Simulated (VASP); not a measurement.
# Ru (Fm-3m) in VASP: further runs, part 3 of 3

VASP 6.6.1.

## Step 5: Single point, BLYP (volume scaled by 0.96)

File INCAR:

```
SYSTEM = Ru
AGGAC    = 1.0          
AGGAX    = 1.0          
ALDAC    = 0.0          
ALDAX    = 1.0          
ALGO     = Normal         ! electronic algorithm
EDIFF    = 1E-7           ! SCF threshold, eV
ENCUT    = 520            ! plane-wave cutoff, eV
GGA      = B5             ! functional
ISIF     = 2              ! what is computed and relaxed
ISMEAR   = -1             ! smearing method
LASPH    = .True.         ! aspherical terms in the spheres
LCHARG   = .False.        ! write CHGCAR
LREAL    = .False.        ! projectors in reciprocal space
LWAVE    = .False.        ! write WAVECAR
NBANDS   = 13             ! bands
NELM     = 100            ! most SCF steps
PREC     = Accurate       ! precision mode
SIGMA    = 0.1            ! smearing width, eV
```

File KPOINTS:

```
k-points
0
Gamma
  16 16 16
  0 0 0
```

File POSCAR:

```
Ru
1.0
    0.0000000000      1.9097811657      1.9097811657
    1.9097811657      0.0000000000      1.9097811657
    1.9097811657      1.9097811657      0.0000000000
Ru
1
Direct
    0.0000000000      0.0000000000      0.0000000000
```

Command:

```
> cat potpaw_PBE.64/Ru_pv/POTCAR > POTCAR
> mpirun -np 1 vasp_std > vasp.out
```

Wall time 16 s (1 thread of Intel Xeon Platinum 8375C at 2.90GHz (Ice Lake), shared host); peak memory 0.14 GiB.

The run converged. Its results:

| Property | Result |
| --- | --- |
| Free energy | -7.8170 eV |
| Pressure | 12.5 GPa |
| Band gap on the k mesh | zero (band 7 reaches 14.98 eV, above the bottom of band 8 at 11.54 eV) |

Levels at points of the mesh, in eV from the Fermi level:
```tsv
k point	band 3	band 4	band 5	band 6	band 7	band 8	band 9	band 10	band 11	band 12
(0.00, 0.00, 0.00)	-42.30	-7.56	-2.52	-2.52	-2.52	-0.19	-0.19	10.25	15.32	20.83
(0.50, 0.00, 0.00)	-42.44	-5.83	-2.64	-2.64	1.29	1.62	1.62	9.77	10.27	14.95
(0.50, 0.50, 0.00)	-42.66	-6.10	-5.69	1.57	2.12	2.12	3.81	10.24	13.43	13.43
```

Caveat: the PAW data sets were made with another functional, which shifts forces and pressure a little.

## Step 6: Single point, BLYP

File INCAR:

```
AGGAC = 1.0
AGGAX = 1.0
ALDAC = 0.0
ALDAX = 1.0
ALGO = Normal
EDIFF = 1E-7
ENCUT = 520
GGA = B5
ISIF = 2
ISMEAR = -1
LASPH = T
LCHARG = T
LELF = T
LREAL = F
LVHAR = T
LWAVE = F
NBANDS = 13
NELM = 100
PREC = Accurate
SIGMA = 0.1
```

File KPOINTS:

```
k-points
0
Gamma
  16 16 16
```

File POSCAR:

```
Ru
1.0
    0.0000000000      1.9359458029      1.9359458029
    1.9359458029      0.0000000000      1.9359458029
    1.9359458029      1.9359458029      0.0000000000
Ru
1
Direct
    0.0000000000      0.0000000000      0.0000000000
```

Potentials or basis: VASP PAW PBE potentials, release 64 (Ru_pv).

Command:

```
> cat potpaw_PBE.64/Ru_pv/POTCAR > POTCAR
> mpirun -np 1 vasp_std > vasp.out
```

OUTCAR:

```text
EDIFF = 1E-7
   ENCUT = 520
   GGA = B5
   ISIF = 2
   ISMEAR = -1
   LASPH = T
   LREAL = F
   NELM = 100
   PREC = Accurate

 ion  position               nearest neighbor table
   1  0.000  0.000  0.000-

  LATTYP: Found a face centered cubic cell.
 ALAT       =     3.8718916058

  Lattice vectors:

 A1 = (   0.0000000000,   1.9359458029,   1.9359458029)
 A2 = (   1.9359458029,   0.0000000000,   1.9359458029)
 A3 = (   1.9359458029,   1.9359458029,   0.0000000000)

Analysis of symmetry for initial positions (statically):
[... 553 lines left out ...]
      7       9.9697      2.00000
      8      11.7536      1.95921
      9      11.9828      1.65845
     10      22.4306      0.00000
     11      28.1236      0.00000
     12      31.2789      0.00000
     13      32.8962      0.00000

 [... further k-points ...]
[... 5 lines left out ...]
  --------------------------------------------------------------------------------------
  -------------------------------------------------------------------------------------
  Total        0.0482862      0.0482862      0.0482862      0.0000000      0.0000000     -0.0000000
  in kB        5.3311881      5.3311881      5.3311881      0.0000000      0.0000000     -0.0000000
  external PRESSURE =       5.3311881 kB  Pullay stress =       0.0000000 kB

 VOLUME and BASIS-vectors are now :
 -----------------------------------------------------------------------------
  energy-cutoff  :      520.00
  volume of cell :       14.51
      direct lattice vectors                 reciprocal lattice vectors
     0.000000000  1.935945803  1.935945803    -0.258271693  0.258271693  0.258271693
     1.935945803  0.000000000  1.935945803     0.258271693 -0.258271693  0.258271693
     1.935945803  1.935945803  0.000000000     0.258271693  0.258271693 -0.258271693

 POSITION                                       TOTAL-FORCE (eV/Angst)
 -----------------------------------------------------------------------------------
      0.00000      0.00000      0.00000         0.000000      0.000000      0.000000
 -----------------------------------------------------------------------------------
    total drift:                                0.000000     -0.000000      0.000000

  FREE ENERGIE OF THE ION-ELECTRON SYSTEM (eV)
  ---------------------------------------------------
  free  energy   TOTEN  =        -7.8401728773 eV

  energy  without entropy=       -7.8001376778  energy(sigma->0) =       -7.82015528
```

OSZICAR:

```text
N       E                     dE             d eps       ncg     rms          rms(c)
DAV:   1     0.108250398250E+03    0.10825E+03   -0.85304E+03  3791   0.114E+03
DAV:   2    -0.717617810351E+01   -0.11543E+03   -0.11061E+03  4105   0.323E+02
DAV:   3    -0.843739986250E+01   -0.12612E+01   -0.12560E+01  4235   0.372E+01
DAV:   4    -0.844114500040E+01   -0.37451E-02   -0.37451E-02  4100   0.218E+00
DAV:   5    -0.844117062599E+01   -0.25626E-04   -0.25627E-04  4260   0.164E-01    0.103E+01
DAV:   6    -0.787174455152E+01    0.56943E+00   -0.99506E-01  3855   0.129E+01    0.248E+00
DAV:   7    -0.784343076362E+01    0.28314E-01   -0.45023E-02  4110   0.253E+00    0.749E-01
DAV:   8    -0.784014262914E+01    0.32881E-02   -0.37106E-03  3820   0.801E-01    0.345E-02
DAV:   9    -0.784016751994E+01   -0.24891E-04   -0.29287E-05  4255   0.712E-02    0.172E-02
DAV:  10    -0.784017231063E+01   -0.47907E-05   -0.64071E-06  3840   0.299E-02    0.158E-03
DAV:  11    -0.784017268979E+01   -0.37916E-06   -0.13063E-07  2815   0.490E-03    0.601E-04
DAV:  12    -0.784017285388E+01   -0.16408E-06   -0.15365E-08  1995   0.130E-03    0.127E-04
DAV:  13    -0.784017287731E+01   -0.23430E-07   -0.92398E-10  1910   0.357E-04
   1 F= -.78401729E+01 E0= -.78201553E+01  d E =-.400352E-01
```

stdout:

```text
POSCAR found type information on POSCAR Ru
 POSCAR found :  1 types and       1 ions
 scaLAPACK will be used
 -----------------------------------------------------------------------------
|                                                                             |
|                                                                             |
|     You enforced a specific xc type in the INCAR file but a different       |
|     I HOPE YOU KNOW WHAT YOU ARE DOING!                                     |
|                                                                             |
 -----------------------------------------------------------------------------

 LDA part: xc-table for (Slater(with rela. corr.)+VWN5), standard interpolation
 POSCAR, INCAR and KPOINTS ok, starting setup
 FFT: planning ... GRIDC
 FFT: planning ... GRID_SOFT
 FFT: planning ... GRID
 WAVECAR not read
 entering main loop
```

Run time: 17 s. Hardware: 1 thread of Intel Xeon Platinum 8375C at 2.90GHz (Ice Lake), shared host; peak memory 0.14 GiB.

What came out:

```
Free energy            : -7.8402 eV
Pressure               : 0.5 GPa
Band gap on the k mesh : zero (band 7 reaches 14.12 eV, above the bottom of band 8 at 10.90 eV)
```

Caveat: the PAW data sets were made with another functional, which shifts forces and pressure a little.

## Step 7: The runs side by side

| cell | k mesh | gap on the mesh (eV) | pressure (GPa) |
| --- | --- | --- | --- |
| a = 2.738 Å, angles 60.0°, 1 atom | 14 × 14 × 14 | none | 0.7 |
| a = 2.624 Å, angles 60.0°, 1 atom | 16 × 16 × 16 | none | 46.9 |
| a = 2.663 Å, angles 60.0°, 1 atom | 16 × 16 × 16 | none | 27.6 |
| a = 2.701 Å, angles 60.0°, 1 atom | 16 × 16 × 16 | none | 12.5 |
| a = 2.738 Å, angles 60.0°, 1 atom | 16 × 16 × 16 | none | 0.5 |

Alike in all rows: task single point; level BLYP; potentials or basis VASP PAW PBE potentials, release 64 (Ru_pv); no spin polarisation; cutoff (eV) 520; smearing fermi-dirac 0.1 eV.

Caveats: the PAW data sets were made with another functional, which shifts forces and pressure a little.

Absolute energies hang on the potentials; compare differences alone.
